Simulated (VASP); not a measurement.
# TaN (P6/mmm) in VASP: notebook, part 2 of 2

VASP 6.6.1.

### 3 Single point, LDA+U, collinear spin, ferromagnetic start

INCAR

```
  PREC = Accurate
  ENCUT = 520
  EDIFF = 1E-7
  ISMEAR = 0
  SIGMA = 0.05
  LREAL = False
  LASPH = True
  NELM = 150
  ALGO = Normal
  ISIF = 2
  LWAVE = False
  LCHARG = False
  ISPIN = 2
  MAGMOM = 1 1 1 0 0 0
  LORBIT = 11
  NUPDOWN = 3.0
  LMAXMIX = 4
  LDAU = True
  LDAUTYPE = 2
  LDAUL = 2 -1
  LDAUU = 4 0
  LDAUJ = 0 0
  LDAUPRINT = 1
  NBANDS = 37
```

KPOINTS

```
Automatic mesh
0
Gamma
  4 4 7
```

POSCAR

```
TaN
1.0
    5.1850002000      0.0000000000      0.0000000000
   -2.5925001000      4.4903418900      0.0000000000
    0.0000000000      0.0000000000      2.9080005300
Ta N
3 3
Direct
    0.0000000000      0.0000000000      0.0000000000
    0.3333333333      0.6666666667      0.5000000000
    0.6666666667      0.3333333333      0.5000000000
    0.5000000000      0.0000000000      0.0000000000
    0.5000000000      0.5000000000      0.0000000000
    0.0000000000      0.5000000000      0.0000000000
```

Potentials or basis: VASP PAW LDA potentials, release 64 (Ta_pv, N).

Run with:

```bash
$ cat potpaw_LDA.64/Ta_pv/POTCAR potpaw_LDA.64/N/POTCAR > POTCAR
$ mpirun -np 1 vasp_std > vasp.out
```

OUTCAR:

```text
PREC = Accurate
   ENCUT = 520
   EDIFF = 1E-7
   ISMEAR = 0
   LREAL = False
   LASPH = True
   NELM = 150
   ISIF = 2
   ISPIN = 2
   LORBIT = 11
   NUPDOWN = 3.0

 ion  position               nearest neighbor table
   1  0.000  0.000  0.000-   5 2.59   6 2.59   6 2.59   5 2.59   4 2.59   4 2.59   2 3.33   3 3.33
                             2 3.33   3 3.33   2 3.33   2 3.33   3 3.33   3 3.33   2 3.33   3 3.33
   2  0.333  0.667  0.500-   4 2.09   4 2.09   6 2.09   6 2.09   5 2.09   5 2.09   3 2.99   3 2.99
                             3 2.99   1 3.33   1 3.33   1 3.33   1 3.33   1 3.33   1 3.33
   3  0.667  0.333  0.500-   4 2.09   4 2.09   6 2.09   6 2.09   5 2.09   5 2.09   2 2.99   2 2.99
                             2 2.99   1 3.33   1 3.33   1 3.33   1 3.33   1 3.33   1 3.33
   4  0.500  0.000  0.000-   2 2.09   3 2.09   2 2.09   3 2.09   1 2.59   1 2.59
   5  0.500  0.500  0.000-   2 2.09   3 2.09   2 2.09   3 2.09   1 2.59   1 2.59
   6  0.000  0.500  0.000-   2 2.09   3 2.09   2 2.09   3 2.09   1 2.59   1 2.59

  LATTYP: Found a hexagonal cell.
 ALAT       =     5.1850002000
 C/A-ratio  =     0.5608486823

  Lattice vectors:

 A1 = (   5.1850002000,   0.0000000000,   0.0000000000)
 A2 = (  -2.5925001000,   4.4903418900,   0.0000000000)
 A3 = (   0.0000000000,   0.0000000000,   2.9080005300)

Analysis of symmetry for initial positions (statically):
=====================================================================
 Subroutine PRICEL returns:
 Original cell was already a primitive cell.

 Routine SETGRP: Setting up the symmetry group for a
 hexagonal supercell.

 Subroutine GETGRP returns: Found 24 space group operations
 (whereof 24 operations were pure point group operations)
 out of a pool of 24 trial point group operations.

The static configuration has the point symmetry D_6h.

Analysis of symmetry for dynamics (positions and initial velocities):
=====================================================================
 Subroutine PRICEL returns:
 Original cell was already a primitive cell.

 Routine SETGRP: Setting up the symmetry group for a
 hexagonal supercell.
[... 283 lines left out ...]
      3     -27.9259      1.00000
      4     -27.9259      1.00000
      5     -27.7078      1.00000
      6     -27.5719      1.00000
[... 613 lines left out ...]
     35      14.5082      0.00000
     36      15.3822      0.00000
 Fermi energy:         7.7278939653

 spin component 2

 k-point     1 :       0.0000    0.0000    0.0000
  band No.  band energies     occupation
      1     -28.1633      1.00000
      2     -28.1633      1.00000
      3     -27.7190      1.00000
      4     -27.7190      1.00000
      5     -27.5293      1.00000
      6     -27.3946      1.00000
[... 613 lines left out ...]
     35      14.8303      0.00000
     36      15.6709      0.00000
 [bands above 36 left out]

------------------------ aborting loop because EDIFF is reached ----------------------------------------

  FORCE on cell =-STRESS in cart. coord.  units (eV):
  Direction    XX          YY          ZZ          XY          YZ          ZX
  --------------------------------------------------------------------------------------
  -------------------------------------------------------------------------------------
  Total        5.3281879      5.3281879     10.3111598      0.0000000     -0.0000000      0.0000000
  in kB      126.0861672    126.0861671    244.0031501      0.0000000     -0.0000000      0.0000000
  external PRESSURE =     165.3918282 kB  Pullay stress =       0.0000000 kB

 VOLUME and BASIS-vectors are now :
 -----------------------------------------------------------------------------
  energy-cutoff  :      520.00
  volume of cell :       67.71
      direct lattice vectors                 reciprocal lattice vectors
     5.185000200  0.000000000  0.000000000     0.192864023  0.111350096  0.000000000
    -2.592500100  4.490341890  0.000000000     0.000000000  0.222700192  0.000000000
     0.000000000  0.000000000  2.908000530     0.000000000  0.000000000  0.343878892

 POSITION                                       TOTAL-FORCE (eV/Angst)
 -----------------------------------------------------------------------------------
      0.00000      0.00000      0.00000         0.000000      0.000000      0.000000
     -0.00000      2.99356      1.45400        -0.000000     -0.000000      0.000000
      2.59250      1.49678      1.45400         0.000000     -0.000000     -0.000000
      2.59250      0.00000      0.00000         0.000000      0.000000      0.000000
      1.29625      2.24517      0.00000         0.000000      0.000000      0.000000
     -1.29625      2.24517      0.00000         0.000000      0.000000      0.000000
 -----------------------------------------------------------------------------------
    total drift:                               -0.000000      0.000000     -0.000000

  FREE ENERGIE OF THE ION-ELECTRON SYSTEM (eV)
  ---------------------------------------------------
  free  energy   TOTEN  =       -58.6843182958 eV

  energy  without entropy=      -58.6812405999  energy(sigma->0) =      -58.68277945

 total charge

# of ion       s       p       d       tot
------------------------------------------
    1        0.292   6.118   2.235   8.644
    2        0.337   6.328   2.322   8.987
    3        0.337   6.328   2.322   8.987
    4        1.244   2.552   0.000   3.796
    5        1.244   2.552   0.000   3.796
    6        1.244   2.552   0.000   3.796
--------------------------------------------------
tot          4.698  26.428   6.879  38.005

 magnetization (x)

# of ion       s       p       d       tot
------------------------------------------
    1        0.025   0.033   1.259   1.317
    2        0.009   0.004   0.308   0.322
    3        0.009   0.004   0.308   0.322
    4        0.012   0.046   0.000   0.059
    5        0.012   0.046   0.000   0.059
    6        0.012   0.046   0.000   0.059
--------------------------------------------------
tot          0.079   0.181   1.875   2.136
```

stdout:

```text
POSCAR found type information on POSCAR TaN
 POSCAR found :  2 types and       6 ions
 scaLAPACK will be used
 LDA part: xc-table for (Slater(with rela. corr.)+CA(PZ))
 , standard interpolation
 POSCAR, INCAR and KPOINTS ok, starting setup
 FFT: planning ... GRIDC
 FFT: planning ... GRID_SOFT
 FFT: planning ... GRID
 WAVECAR not read
 entering main loop
```

Run time: 45 s. Hardware: 1 thread of Intel Xeon 6975P-C (Granite Rapids), shared host; peak memory 0.2 GiB.

Results:

| Property | Result |
| --- | --- |
| Free energy | -58.6843 eV |
| Pressure | 16.5 GPa |
| Net moment | 3.00 μB per cell |
| Site moments | Ta +1.32, +0.32; N +0.06 μB |
| Valence electrons inside the program's atomic spheres | Ta 8.64, 8.99; N 3.80 |

Eigenvalues of the final occupation matrices:
```
    site  spin  trace               eigenvalues
site 1 d     1   1.77  0.32 0.32 0.34 0.40 0.40
site 1 d     2   0.50  0.07 0.07 0.09 0.09 0.17
site 2 d     1   1.34  0.25 0.25 0.26 0.26 0.33
site 2 d     2   1.03  0.18 0.18 0.18 0.24 0.24
site 3 d     1   1.34  0.25 0.25 0.26 0.26 0.33
site 3 d     2   1.03  0.18 0.18 0.18 0.24 0.24
```

Caveat: spin-orbit coupling is left out, which moves the levels of the heavy elements; the total moment is fixed, so each spin has its own Fermi level. The state reached can hang on the start; a lower one may exist.

### 4 Single point, LDA+U, collinear spin, ferromagnetic start

INCAR

```
PREC = Accurate ; ENCUT = 520
EDIFF = 1E-7 ; ISMEAR = 0
SIGMA = 0.05 ; LREAL = F
LASPH = T ; NELM = 150
ALGO = Normal ; ISIF = 2
LWAVE = F ; LCHARG = F
ISPIN = 2 ; MAGMOM = 2 2 2 0 0 0
LORBIT = 11 ; LMAXMIX = 4
LDAU = T ; LDAUTYPE = 2
LDAUL = 2 -1 ; LDAUU = 4 0
LDAUJ = 0 0 ; LDAUPRINT = 1
GGA = CA ; NBANDS = 37
```

KPOINTS

```
regular mesh
0
Gamma
  4 4 7
```

POSCAR is that of step 3.

Run with:

```bash
$ cat potpaw_LDA.64/Ta_pv/POTCAR potpaw_LDA.64/N/POTCAR > POTCAR
$ mpirun -np 1 vasp_std > vasp.out
```

It took 32 s on 1 thread of Intel Xeon 6975P-C (Granite Rapids), shared host; peak memory 0.2 GiB.

It converged, with:

```
Free energy                                           : -60.5562 eV
Pressure                                              : 9.0 GPa
Band gap on the k mesh                                : zero (filled and empty bands overlap)
Net moment                                            : 0.00 μB per cell
Valence electrons inside the program's atomic spheres : Ta 8.55, 8.97; N 3.80
```

Stress tensor (GPa, compression positive):
```
 8.43  0.00  0.00
 0.00  8.43  0.00
 0.00  0.00 10.01
```

Levels at points of the mesh, in eV from the Fermi level:
Spin up:
```csv
k point,band 22,band 23,band 24,band 25,band 26,band 27
"(0.00, 0.00, 0.00)",-2.71,-2.10,-1.11,-1.11,0.89,0.89
"(0.50, 0.00, 0.00)",-3.03,-1.86,-0.66,1.42,1.95,2.00
```
Spin down:
```tsv
k point	band 20	band 21	band 22	band 23	band 24	band 25	band 26	band 27	band 28	band 29
(0.00, 0.00, 0.00)	-3.12	-3.12	-2.71	-2.10	-1.11	-1.11	0.89	0.89	1.00	2.38
(0.50, 0.00, 0.00)	-4.73	-3.55	-3.03	-1.86	-0.66	1.42	1.95	2.00	2.36	2.45
```

Eigenvalues of the final occupation matrices:
```tsv
site	spin	trace	eigenvalues
site 1 d	1	1.08	0.16 0.16 0.25 0.25 0.26
site 1 d	2	1.08	0.16 0.16 0.25 0.25 0.26
site 2 d	1	1.18	0.21 0.21 0.24 0.24 0.27
site 2 d	2	1.18	0.21 0.21 0.24 0.24 0.27
site 3 d	1	1.18	0.21 0.21 0.24 0.24 0.27
site 3 d	2	1.18	0.21 0.21 0.24 0.24 0.27
```

Caveat: spin-orbit coupling is left out, which moves the levels of the heavy elements. The state reached can hang on the start; a lower one may exist.

### 5 Single point, LDA+U, collinear spin, ferromagnetic start

INCAR

```
SYSTEM = TaN
ALGO     = Normal         ! electronic algorithm
EDIFF    = 1E-6           ! SCF threshold, eV
ENCUT    = 520            ! plane-wave cutoff, eV
ISIF     = 2              ! what is computed and relaxed
ISMEAR   = 0              ! smearing method
ISPIN    = 2              ! spin polarisation
LASPH    = .True.         ! aspherical terms in the spheres
LCHARG   = .True.         ! write CHGCAR
LDAU     = .True.         ! DFT+U
LDAUJ    = 0 0          
LDAUL    = 2 -1           ! shell
LDAUPRINT= 1            
LDAUTYPE = 2            
LDAUU    = 4 0            ! U, eV
LELF     = .True.         ! ELF
LMAXMIX  = 4              ! l up to which the mixer works
LORBIT   = 11             ! projections on sites
LREAL    = .False.        ! projectors in reciprocal space
LVHAR    = .True.       
LWAVE    = .False.        ! write WAVECAR
MAGMOM   = 2.17 0.46 0.46 0.13 0.13 0.13 ! initial moments
NBANDS   = 37             ! bands
NELM     = 150            ! most SCF steps
NUPDOWN  = 6.0            ! fixed moment
PREC     = Accurate       ! precision mode
SIGMA    = 0.05           ! smearing width, eV
```

KPOINTS

```
k-points
0
Gamma
  4 4 7
  0 0 0
```

POSCAR is that of step 4.

Run with:

```bash
$ cat potpaw_LDA.64/Ta_pv/POTCAR potpaw_LDA.64/N/POTCAR > POTCAR
$ mpirun -np 1 vasp_std > vasp.out
```

Run time: 34 s. Hardware: 1 thread of Intel Xeon 6975P-C (Granite Rapids), shared host; peak memory 0.21 GiB.

It converged, with:

```yaml
Free_energy: -53.9949 eV
Pressure: 32.4 GPa
Net_moment: 6.00 μB per cell
Site_moments: Ta +2.24, +0.71; N +0.16 μB
Valence_electrons_inside_the_program's_atomic_spheres: Ta 8.78, 9.05; N 3.79
```

Stress tensor (GPa, compression positive):
```
29.15  0.00  0.00
 0.00 29.15  0.00
 0.00  0.00 38.90
```

Eigenvalues of the final occupation matrices:
```
    site  spin  trace               eigenvalues
site 1 d     1   2.29  0.39 0.39 0.41 0.55 0.55
site 1 d     2   0.19  0.02 0.02 0.02 0.06 0.06
site 2 d     1   1.57  0.26 0.26 0.33 0.33 0.38
site 2 d     2   0.89  0.14 0.14 0.14 0.24 0.24
site 3 d     1   1.57  0.26 0.26 0.33 0.33 0.38
site 3 d     2   0.89  0.14 0.14 0.14 0.24 0.24
```

Caveat: the moment is held away from its start; spin-orbit coupling is left out, which moves the levels of the heavy elements; the total moment is fixed, so each spin has its own Fermi level.

### 6 Single point, LDA+U, collinear spin, ferromagnetic start

INCAR

```
SYSTEM = TaN
PREC = Accurate
ENCUT = 520
EDIFF = 1E-6
ISMEAR = 0
SIGMA = 0.05
LREAL = .FALSE.
LASPH = .TRUE.
NELM = 150
ALGO = Normal
ISIF = 2
LWAVE = .FALSE.
LCHARG = .TRUE.
ISPIN = 2
MAGMOM = 2.2 0.53 0.53 0.23 0.22 0.22
LORBIT = 11
NUPDOWN = 6.6
LMAXMIX = 4
LDAU = .TRUE.
LDAUTYPE = 2
LDAUL = 2 -1
LDAUU = 4 0
LDAUJ = 0 0
LDAUPRINT = 1
LELF = .TRUE.
LVHAR = .TRUE.
NBANDS = 37
```

KPOINTS

```
regular mesh
0
G
  4 4 7
  0 0 0
```

POSCAR is that of step 5.

Potentials or basis: VASP PAW LDA potentials, release 64 (Ta_pv, N).

Run with:

```bash
$ cat potpaw_LDA.64/Ta_pv/POTCAR potpaw_LDA.64/N/POTCAR > POTCAR
$ mpirun -np 1 vasp_std > vasp.out
```

Wall time 59 s (1 thread of Intel Xeon 6975P-C (Granite Rapids), shared host); peak memory 0.24 GiB.

It converged, with:

| Property | Result |
| --- | --- |
| Free energy | -52.6187 eV |
| Pressure | 36.3 GPa |
| Net moment | 6.60 μB per cell |
| Site moments | Ta +2.29, +0.80; N +0.23 μB |
| Valence electrons inside the program's atomic spheres | Ta 8.79, 9.09; N 3.78 |

Stress tensor (GPa, compression positive):
```
30.42  0.00  0.00
 0.00 30.42  0.00
 0.00  0.00 48.13
```

Eigenvalues of the final occupation matrices:
```
    site  spin  trace               eigenvalues
site 1 d     1   2.31  0.39 0.39 0.41 0.56 0.56
site 1 d     2   0.17  0.02 0.02 0.02 0.06 0.06
site 2 d     1   1.63  0.25 0.25 0.37 0.37 0.38
site 2 d     2   0.86  0.13 0.13 0.14 0.23 0.23
site 3 d     1   1.63  0.25 0.25 0.37 0.37 0.38
site 3 d     2   0.86  0.13 0.13 0.14 0.23 0.23
```

Caveat: the moment is held away from its start; spin-orbit coupling is left out, which moves the levels of the heavy elements; the total moment is fixed, so each spin has its own Fermi level.

### 7 Summary

| spin | fixed moment (μB) | pressure (GPa) | moment (μB) |
| --- | --- | --- | --- |
| collinear, zero start | 0.0 | 9.0 | 0.00 |
| collinear, ferromagnetic start | 3.0 | 16.5 | 3.00 |
| collinear, ferromagnetic start | - | 9.0 | 0.00 |
| collinear, ferromagnetic start | 6.0 | 32.4 | 6.00 |
| collinear, ferromagnetic start | 6.6 | 36.3 | 6.60 |

Alike in all rows: task single point; level LDA+U; potentials or basis VASP PAW LDA potentials, release 64 (Ta_pv, N); Ta d U = 4.0 eV; cell as given; k mesh 4 × 4 × 7; cutoff (eV) 520; smearing gaussian 0.05 eV.

Caveats: spin-orbit coupling is left out, which moves the levels of the heavy elements; the total moment is fixed, so each spin has its own Fermi level (some runs); the moment is held away from its start (some runs).

Total energies depend on the potentials used, so only differences within one code and one set of settings carry meaning.
